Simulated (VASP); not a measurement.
Input of a VASP 6.6.1 run:

File INCAR:

```
SYSTEM = HC12
PREC = Accurate
ENCUT = 520
EDIFF = 1E-7
ISMEAR = 0
SIGMA = 0.05
LREAL = .False.
LASPH = .True.
NELM = 100
ALGO = Normal
ISIF = 2
LWAVE = .False.
LCHARG = .False.
NELECT = 48.0
NBANDS = 36
```

KPOINTS

```
Automatic mesh
0
Gamma
  6 6 6
  0 0 0
```

File POSCAR:

```
HC12
1.0
    1.7657489870     -3.5314979740     -1.7657489870
    3.5314979740     -1.7657489870      1.7657489870
   -1.7657489870     -3.5314979740      1.7657489870
C H
12 1
Direct
    0.2500000000      1.0000000000      0.2500000000
    0.0833333333      0.3333333333      0.7500000000
    0.9166666667      0.6666666667      0.2500000000
    0.7500000000      1.0000000000      0.7500000000
    0.5833333333      0.3333333333      0.2500000000
    0.4166666667      0.6666666667      0.7500000000
    0.9583333333      0.3333333333      0.1250000000
    0.7916666667      0.6666666667      0.6250000000
    0.6250000000      1.0000000000      0.1250000000
    0.4583333333      0.3333333333      0.6250000000
    0.2916666667      0.6666666667      0.1250000000
    0.1250000000      1.0000000000      0.6250000000
    1.0972222222      0.3055555556      0.2916666667
```

Potentials or basis: VASP PAW LDA potentials, release 64 (C, H).

The run is started by

```sh
$ cat potpaw_LDA.64/C/POTCAR potpaw_LDA.64/H/POTCAR > POTCAR
$ mpirun -np 1 vasp_std > vasp.out
```

(1) Predict the largest force.

Results:

(1) 7.925 eV/Å.

Caveat: the cell carries a net charge on a neutralising background, which shifts energy and pressure.
